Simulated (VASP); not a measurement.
# Zr (P6_3/mmc) in VASP: a series of runs

Aim: see how the results for Zr move with the level of theory and the settings. Levels: PBE, r2SCAN. Tasks: single point, relaxation of cell and atoms.

All numbers are computed with VASP 6.6.1; they aren't measurements. Logs are shortened: lines on timing, memory, paths and dates and some standing lists are left out, and cuts for length are marked.

### 1 The cell of the first run

It takes space group P6_3/mmc (No. 194, hexagonal). Conventional cell: a = 3.241 Å, b = 3.241 Å, c = 5.162 Å, α = 90.00°, β = 90.00°, γ = 120.00°. Within 4.2 Å of Zr (site symmetry -6m2) lie 12 Zr at 3.19 to 3.24 Å.

### 2 Single point, PBE

Contents of INCAR:

```
SYSTEM = Zr
PREC = Accurate ; ENCUT = 520
EDIFF = 1E-7 ; ISMEAR = 0
SIGMA = 0.05 ; LREAL = .FALSE.
LASPH = .TRUE. ; NELM = 60
ALGO = Normal ; ISIF = 2
LWAVE = .FALSE. ; LCHARG = .FALSE.
GGA = PE ; NBANDS = 19
```

Contents of KPOINTS:

```
Automatic mesh
0
G
  8 8 4
  0 0 0
```

Contents of POSCAR:

```
Zr
1.0
    3.2405783635      0.0000000000      0.0000000000
   -1.6202891817      2.8064231857      0.0000000000
    0.0000000000      0.0000000000      5.1616454975
Zr
2
Direct
    0.3333333333      0.6666666667      0.7500000000
    0.6666666667      0.3333333333      0.2500000000
```

Potentials or basis: VASP PAW PBE potentials, release 64 (Zr_sv).

The run is started by

```
> cat potpaw_PBE.64/Zr_sv/POTCAR > POTCAR
> mpirun -np 1 vasp_std > vasp.out
```

OUTCAR:

```text
SYSTEM = Zr
   PREC = Accurate
   ENCUT = 520
   EDIFF = 1E-7
   ISMEAR = 0
   LREAL = .FALSE.
   LASPH = .TRUE.
   NELM = 60
   ISIF = 2
   GGA = PE

 ion  position               nearest neighbor table
   1  0.333  0.667  0.750-   2 3.19   2 3.19   2 3.19   2 3.19   2 3.19   2 3.19
   2  0.667  0.333  0.250-   1 3.19   1 3.19   1 3.19   1 3.19   1 3.19   1 3.19

  LATTYP: Found a hexagonal cell.
 ALAT       =     3.2405783635
 C/A-ratio  =     1.5928161330

  Lattice vectors:

 A1 = (   3.2405783635,   0.0000000000,   0.0000000000)
 A2 = (  -1.6202891817,   2.8064231857,   0.0000000000)
 A3 = (   0.0000000000,   0.0000000000,   5.1616454975)

Analysis of symmetry for initial positions (statically):
=====================================================================
 Subroutine PRICEL returns:
 Original cell was already a primitive cell.

 Routine SETGRP: Setting up the symmetry group for a
 hexagonal supercell.

 Subroutine GETGRP returns: Found 24 space group operations
 (whereof 12 operations were pure point group operations)
 out of a pool of 24 trial point group operations.

The static configuration has the point symmetry D_3d.
 The point group associated with its full space group is D_6h.

Analysis of symmetry for dynamics (positions and initial velocities):
=====================================================================
 Subroutine PRICEL returns:
 Original cell was already a primitive cell.

 Routine SETGRP: Setting up the symmetry group for a
 hexagonal supercell.

 Subroutine GETGRP returns: Found 24 space group operations
 (whereof 12 operations were pure point group operations)
 out of a pool of 24 trial point group operations.

The dynamic configuration has the point symmetry D_3d.
 The point group associated with its full space group is D_6h.

 Subroutine INISYM returns: Found 24 space group operations
 (whereof 12 operations are pure point group operations),
 and found     1 'primitive' translations

----------------------------------------------------------------------------------------

                                     Primitive cell

  volume of cell :      46.9422

  direct lattice vectors                    reciprocal lattice vectors
     3.240578364  0.000000000  0.000000000     0.308586890  0.178162724  0.000000000
    -1.620289182  2.806423186  0.000000000     0.000000000  0.356325448  0.000000000
     0.000000000  0.000000000  5.161645498     0.000000000  0.000000000  0.193736668

  length of vectors
     3.240578364  3.240578363  5.161645498     0.356325448  0.356325448  0.193736668

  position of ions in fractional coordinates (direct lattice)
     0.333333333  0.666666667  0.750000000
     0.666666667  0.333333333  0.250000000

  ion indices of the primitive-cell ions
   primitive index   ion index
                 1           1
                 2           2

----------------------------------------------------------------------------------------

 KPOINTS: Automatic mesh

Automatic generation of k-mesh.
 Grid dimensions read from file:
 generate k-points for:    8    8    4

 Generating k-lattice:

  Cartesian coordinates                     Fractional coordinates (reciprocal lattice)
     0.038573361  0.022270341  0.000000000     0.125000000  0.000000000  0.000000000
     0.000000000  0.044540681  0.000000000     0.000000000  0.125000000  0.000000000
     0.000000000  0.000000000  0.048434167     0.000000000  0.000000000  0.250000000

  Length of vectors
     0.044540681  0.044540681  0.048434167

  Shift w.r.t. Gamma in fractional coordinates (k-lattice)
     0.000000000  0.000000000  0.000000000

 Subroutine IBZKPT returns following result:
 ===========================================

 Found     30 irreducible k-points:

 Following reciprocal coordinates:
            Coordinates               Weight
  0.000000  0.000000  0.000000      1.000000
  0.125000  0.000000  0.000000      6.000000
  0.250000  0.000000  0.000000      6.000000
  0.375000  0.000000  0.000000      6.000000
  0.500000  0.000000  0.000000      3.000000
  0.125000  0.125000  0.000000      6.000000
[... 16 lines left out ...]
  0.250000  0.000000  0.500000      6.000000
  0.375000  0.000000  0.500000      6.000000
 [... further k-points ...]
   k-points           NKPTS =     30   k-points in BZ     NKDIM =     30   number of bands    NBANDS=     19
   number of dos      NEDOS =    301   number of ions     NIONS =      2
   total plane-waves  NPLWV =  23040
   dimension x,y,z NGX =    24 NGY =   24 NGZ =   40
   dimension x,y,z NGXF=    48 NGYF=   48 NGZF=   80
   ions per type =               2
   NGX,Y,Z   is equivalent  to a cutoff of  12.31, 12.31, 12.88 a.u.
   NGXF,Y,Z  is equivalent  to a cutoff of  24.62, 24.62, 25.77 a.u.
 SYSTEM =  Zr
   PREC   = accura    normal or accurate (medium, high low for compatibility)
   ISTART =      0    job   : 0-new  1-cont  2-samecut
   ICHARG =      2    charge: 1-file 2-atom 10-const
   ISPIN  =      1    spin polarized calculation?
   LNONCOLLINEAR =      F non collinear calculations
   LSORBIT =      F    spin-orbit coupling
   LASPH  =      T    aspherical Exc in radial PAW
   ENCUT  =  520.0 eV  38.22 Ry    6.18 a.u.   6.03  6.03  9.60*2*pi/ulx,y,z
   NELM   =     60;   NELMIN=  2; NELMDL= -5     # of ELM steps
   EDIFF  = 0.1E-06   stopping-criterion for ELM
   LREAL  =      F    real-space projection
   EDIFFG = 0.1E-05   stopping-criterion for IOM
   NSW    =      0    number of steps for IOM
   IBRION =     -1    ionic relax: 0-MD 1-quasi-New 2-CG
   NFREE  =      0    steps in history (QN), initial steepest desc. (CG)
   ISIF   =      2    stress and relaxation
   ISYM   =      2    0-nonsym 1-usesym 2-fastsym
   POTIM  = 0.5000    time-step for ionic-motion
   TEBEG  =    0.0;   TEEND  =   0.0 temperature during run
   PSTRESS=    0.0 pullay stress
   NELECT =      24.0000    total number of electrons
   NUPDOWN=      -1.0000    fix difference up-down
   EMIN   =  10.00;   EMAX   =-10.00  energy-range for DOS
   EFERMI =   0.00;   METHOD = LEGACY
   ISMEAR =     0;   SIGMA  =   0.05  broadening in eV -4-tet -1-fermi 0-gaus
   EFERMI_NEDOS =   21; number of points for ismear=-14 and -15
   IALGO  =     38    algorithm
   IMIX   =      4    mixing-type and parameters
     AMIX     =   0.40;   BMIX     =  1.00
     AMIX_MAG =   1.60;   BMIX_MAG =  1.00
  volume/ion in A,a.u.               =      23.47       158.39
  Fermi-wavevector in a.u.,A,eV,Ry     =   1.309053  2.473752 23.315219  1.713620
  Thomas-Fermi vector in A             =   2.439678
   LORBIT       =      0    0 simple, 1 ext, 2 COOP (PROOUT), +10 PAW based schemes
   GGA     = PE    functional components
   LHFCALC =     F    Hartree Fock is set to
   AEXX    =    0.0000 exact exchange contribution
   IVDW    =     0    specifies the selected vdW correction
   LEPSILON=     F    determine dielectric tensor
   LRPA    =     F    only Hartree local field effects (RPA)
 non-spin polarized calculation
 Gauss-broadening in eV      SIGMA  =   0.05
  energy-cutoff  :      520.00
  volume of cell :       46.94
 maximum number of plane-waves:      1282
   NGX = 13   NGY = 13   NGZ = 19

 number of electron      24.0000000 magnetization

 Free energy of the ion-electron system (eV)
  ---------------------------------------------------
  ext. energy  EPLUGINS =         0.00000000
  ---------------------------------------------------
  free energy    TOTEN  =       -17.05535015 eV

  energy without entropy =      -17.05369208  energy(sigma->0) =      -17.05452112

 E-fermi :   8.9540     XC(G=0): -11.0466

 val. band max:        8.9490921161   @ k =   0.3750   0.2500   0.2500
 cond. band min:       9.0305572185   @ k =   0.1250   0.0000   0.0000
 fundamental gap:      0.0814651024
 Fermi energy:         8.9539778683

 k-point     1 :       0.0000    0.0000    0.0000
  band No.  band energies     occupation
      1     -39.9621      2.00000
      2     -39.8131      2.00000
      3     -18.4675      2.00000
      4     -17.6227      2.00000
      5     -17.6227      2.00000
      6     -17.4880      2.00000
[... 11 lines left out ...]
     18      11.0211      0.00000
     19      13.2908      0.00000

 k-point     2 :       0.1250    0.0000    0.0000
  band No.  band energies     occupation
      1     -39.9454      2.00000
      2     -39.8063      2.00000
      3     -18.4217      2.00000
      4     -17.7220      2.00000
      5     -17.6550      2.00000
      6     -17.5872      2.00000
[... 11 lines left out ...]
     18      10.8168      0.00000
     19      13.5335      0.00000

 k-point     3 :       0.2500    0.0000    0.0000
  band No.  band energies     occupation
      1     -39.9030      2.00000
      2     -39.7917      2.00000
      3     -18.2984      2.00000
      4     -17.9614      2.00000
      5     -17.8217      2.00000
      6     -17.7284      2.00000
[... 11 lines left out ...]
     18      11.8489      0.00000
     19      13.8910      0.00000

 k-point     4 :       0.3750    0.0000    0.0000
  band No.  band energies     occupation
      1     -39.8551      2.00000
      2     -39.7822      2.00000
      3     -18.1990      2.00000
      4     -18.1404      2.00000
      5     -18.0416      2.00000
      6     -17.7975      2.00000
[... 11 lines left out ...]
     18      13.2236      0.00000
     19      14.0888      0.00000

 k-point     5 :       0.5000    0.0000    0.0000
  band No.  band energies     occupation
      1     -39.8311      2.00000
      2     -39.7823      2.00000
      3     -18.2963      2.00000
      4     -18.1292      2.00000
      5     -18.0470      2.00000
      6     -17.8253      2.00000
[... 11 lines left out ...]
     18      14.1430      0.00000
     19      15.0059      0.00000
[... 334 lines left out ...]
      2     -39.8882      2.00000
      3     -17.9944      2.00000
      4     -17.9944      2.00000
      5     -17.5542      2.00000
      6     -17.5542      2.00000
[... 11 lines left out ...]
     18      12.8085      0.00000
     19      12.8085      0.00000

 k-point    22 :       0.1250    0.0000    0.5000
  band No.  band energies     occupation
      1     -39.8764      2.00000
      2     -39.8764      2.00000
      3     -18.0135      2.00000
      4     -18.0135      2.00000
      5     -17.6189      2.00000
      6     -17.6189      2.00000
[... 11 lines left out ...]
     18      12.7295      0.00000
     19      12.8940      0.00000

 k-point    23 :       0.2500    0.0000    0.5000
  band No.  band energies     occupation
      1     -39.8477      2.00000
      2     -39.8477      2.00000
      3     -18.1182      2.00000
      4     -18.1182      2.00000
      5     -17.7106      2.00000
      6     -17.7106      2.00000
[... 11 lines left out ...]
     18      12.7418      0.00000
     19      13.1714      0.00000

 k-point    24 :       0.3750    0.0000    0.5000
  band No.  band energies     occupation
      1     -39.8187      2.00000
      2     -39.8187      2.00000
      3     -18.2878      2.00000
      4     -18.2878      2.00000
      5     -17.7295      2.00000
      6     -17.7295      2.00000
[... 11 lines left out ...]
     18      13.3975      0.00000
     19      13.5940      0.00000

 [... further k-points ...]
[... 5 lines left out ...]
  --------------------------------------------------------------------------------------
  -------------------------------------------------------------------------------------
  Total        0.0003746      0.0003746     -0.0038767      0.0000000      0.0000000      0.0000000
  in kB        0.0127858      0.0127858     -0.1323154      0.0000000      0.0000000      0.0000000
  external PRESSURE =      -0.0355813 kB  Pullay stress =       0.0000000 kB

 VOLUME and BASIS-vectors are now :
 -----------------------------------------------------------------------------
  energy-cutoff  :      520.00
  volume of cell :       46.94
      direct lattice vectors                 reciprocal lattice vectors
     3.240578364  0.000000000  0.000000000     0.308586890  0.178162724  0.000000000
    -1.620289182  2.806423186  0.000000000     0.000000000  0.356325448  0.000000000
     0.000000000  0.000000000  5.161645498     0.000000000  0.000000000  0.193736668

 POSITION                                       TOTAL-FORCE (eV/Angst)
 -----------------------------------------------------------------------------------
     -0.00000      1.87095      3.87123        -0.000000      0.000000      0.000000
      1.62029      0.93547      1.29041         0.000000     -0.000000      0.000000
 -----------------------------------------------------------------------------------
    total drift:                               -0.000000      0.000000     -0.000000

  FREE ENERGIE OF THE ION-ELECTRON SYSTEM (eV)
  ---------------------------------------------------
  free  energy   TOTEN  =       -17.0553501489 eV

  energy  without entropy=      -17.0536920838  energy(sigma->0) =      -17.05452112
```

Run time: 32 s. Hardware: 1 thread of Intel Xeon 8259CL, shared host; peak memory 0.16 GiB.

Results:

- Free energy: -17.0554 eV
- Pressure: 0.0 GPa
- Band gap on the k mesh: zero (bands 12 and 13 overlap by 0.92 eV)

Levels at points of the mesh, in eV from the Fermi level:
| k point | band 9 | band 10 | band 11 | band 12 | band 13 | band 14 | band 15 | band 16 |
| --- | --- | --- | --- | --- | --- | --- | --- | --- |
| (0.00, 0.00, 0.00) | -5.69 | -3.06 | 0.81 | 0.81 | 0.95 | 1.09 | 1.49 | 1.49 |
| (0.50, 0.00, 0.00) | -2.59 | -2.55 | -2.17 | -0.28 | 0.48 | 0.72 | 1.39 | 4.79 |
| (0.00, 0.00, 0.50) | -4.00 | -4.00 | -0.01 | -0.01 | 0.71 | 0.71 | 0.71 | 0.71 |
| (0.50, 0.00, 0.50) | -2.89 | -2.89 | -1.09 | -1.09 | 1.55 | 1.55 | 2.14 | 2.14 |

### 3 Relaxation of cell and atoms, PBE

This run uses another cell than the first one, of 23.24 Å³/atom.

Contents of INCAR:

```
SYSTEM = Zr
PREC = Accurate
ENCUT = 600
EDIFF = 1E-7
ISMEAR = 0
SIGMA = 0.05
LREAL = .FALSE.
LASPH = .TRUE.
NELM = 60
ALGO = Normal
ISIF = 3
LWAVE = .FALSE.
LCHARG = .FALSE.
GGA = PE
IBRION = 2
NSW = 80
EDIFFG = -0.03
```

Contents of KPOINTS:

```
regular mesh
0
G
  8 8 4
  0 0 0
```

Contents of POSCAR:

```
Zr
1.0
    3.2300000000      0.0000000000      0.0000000000
   -1.6150000000      2.7972620542      0.0000000000
    0.0000000000      0.0000000000      5.1453900000
Zr
2
Direct
    0.3333333333      0.6666666667      0.7500000000
    0.6666666667      0.3333333333      0.2500000000
```

Potentials or basis: VASP PAW PBE potentials, release 64 (Zr_sv).

The run is started by

```
> cat potpaw_PBE.64/Zr_sv/POTCAR > POTCAR
> mpirun -np 1 vasp_std > vasp.out
```

OUTCAR:

```text
SYSTEM = Zr
   PREC = Accurate
   ENCUT = 600
   EDIFF = 1E-7
   ISMEAR = 0
   LREAL = .FALSE.
   LASPH = .TRUE.
   NELM = 60
   ISIF = 3
   GGA = PE
   IBRION = 2
   NSW = 80
   EDIFFG = -0.03

 ion  position               nearest neighbor table
   1  0.333  0.667  0.750-   2 3.18   2 3.18   2 3.18   2 3.18   2 3.18   2 3.18
   2  0.667  0.333  0.250-   1 3.18   1 3.18   1 3.18   1 3.18   1 3.18   1 3.18

  LATTYP: Found a hexagonal cell.
 ALAT       =     3.2300000000
 C/A-ratio  =     1.5930000000

  Lattice vectors:

[... 253 lines left out ...]

 number of electron      24.0000000 magnetization

 Free energy of the ion-electron system (eV)
  ---------------------------------------------------
  ext. energy  EPLUGINS =         0.00000000
  ---------------------------------------------------
  free energy    TOTEN  =       -17.05529276 eV

  energy without entropy =      -17.05363759  energy(sigma->0) =      -17.05446518

 E-fermi :   8.9535     XC(G=0): -11.0467

 val. band max:        8.9487204677   @ k =   0.3750   0.2500   0.2500
 cond. band min:       9.0305708095   @ k =   0.1250   0.0000   0.0000
 fundamental gap:      0.0818503418
 Fermi energy:         8.9535367907

 k-point     1 :       0.0000    0.0000    0.0000
  band No.  band energies     occupation
      1     -39.9623      2.00000
      2     -39.8134      2.00000
      3     -18.4676      2.00000
      4     -17.6230      2.00000
      5     -17.6230      2.00000
      6     -17.4887      2.00000
[... 433 lines left out ...]
      3     -18.2882      2.00000
      4     -18.2882      2.00000
      5     -17.7301      2.00000
      6     -17.7301      2.00000
[... 8 lines left out ...]
     15      11.0509      0.00000
     16      11.0509      0.00000

 [... further k-points ...]
[... 5 lines left out ...]
  --------------------------------------------------------------------------------------
  -------------------------------------------------------------------------------------
  Total        0.0043133      0.0043133     -0.0075062     -0.0000000     -0.0000000      0.0000000
  in kB        0.1472166      0.1472166     -0.2561954     -0.0000000     -0.0000000      0.0000000
  external PRESSURE =       0.0127459 kB  Pullay stress =       0.0000000 kB
[... 17 lines left out ...]
  FREE ENERGIE OF THE ION-ELECTRON SYSTEM (eV)
  ---------------------------------------------------
  free  energy   TOTEN  =       -17.0552927648 eV

  energy  without entropy=      -17.0536375852  energy(sigma->0) =      -17.05446518

 reached required accuracy - stopping structural energy minimisation
```

OSZICAR:

```text
N       E                     dE             d eps       ncg     rms          rms(c)
DAV:   1     0.237957098617E+03    0.23796E+03   -0.14690E+04   960   0.166E+03
DAV:   2    -0.253119459687E+01   -0.24049E+03   -0.23794E+03  1224   0.431E+02
DAV:   3    -0.174206042482E+02   -0.14889E+02   -0.14730E+02  1792   0.848E+01
[... 26 lines left out ...]
DAV:   4    -0.170547803077E+02   -0.65206E-03   -0.22570E-03  1184   0.231E-01    0.114E-01
DAV:   5    -0.170552819601E+02   -0.50165E-03   -0.16047E-03  1424   0.232E-01    0.462E-02
DAV:   6    -0.170552878118E+02   -0.58518E-05   -0.72068E-05  1232   0.670E-02    0.149E-02
DAV:   7    -0.170552909519E+02   -0.31400E-05   -0.26653E-06  1344   0.162E-02    0.539E-03
DAV:   8    -0.170552927730E+02   -0.18211E-05   -0.54151E-07  1088   0.911E-03    0.164E-03
DAV:   9    -0.170552927648E+02    0.81855E-08   -0.27965E-08   512   0.160E-03
   3 F= -.17055293E+02 E0= -.17054465E+02  d E =-.135290E-02
```

CONTCAR:

```text
Zr
   1.00000000000000
     3.2403393832123935    0.0000000000000000    0.0000000000000000
    -1.6201696916061967    2.8062162227211673   -0.0000000000000000
    -0.0000000000000000    0.0000000000000000    5.1623556456014690
  Zr
     2
Direct
     0.3333333332999970    0.6666666667000030    0.7500000000000000
     0.6666666667000030    0.3333333332999970    0.2500000000000000

  0.00000000E+00  0.00000000E+00  0.00000000E+00
  0.00000000E+00  0.00000000E+00  0.00000000E+00
```

Wall time 1.9 min (1 thread of Intel Xeon 8259CL, shared host); peak memory 0.19 GiB.

What came out:

```
Free energy                           : -17.0553 eV
Relaxed volume                        : 23.47 Å³/atom
Relaxed cell                          : a = 3.240 Å, b = 3.240 Å, c = 5.162 Å, α = 90.00°, β = 90.00°, γ = 120.00°
Space group after relaxing (to 0.1 Å) : P6_3/mmc (No. 194)
Energy gained by relaxing             : 0.7 meV/atom
Ionic steps                           : 3
Pressure after relaxing               : 0.0 GPa
Band gap on the k mesh                : zero (bands 12 and 13 overlap by 0.93 eV)
```

Step by step:
| step | energy change (eV) | largest force (eV/Å) | pressure (GPa) | volume (Å³) |
| --- | --- | --- | --- | --- |
| 1 | 0.0000 | 0.0000 | 0.97 | 46.49 |
| 2 | 0.0003 | 0.0000 | -1.02 | 47.45 |
| 3 | -0.0014 | 0.0000 | 0.00 | 46.94 |

Final structure:
```
Zr
1.0
     3.24034    0.00000    0.00000
    -1.62017    2.80622    0.00000
     0.00000    0.00000    5.16236
Zr
2
Direct
  0.33333 0.66667 0.75000
  0.66667 0.33333 0.25000
```

[end of part 1 of 2]

The gap in the log of VASP goes by the Fermi energy; the results here count the filled bands.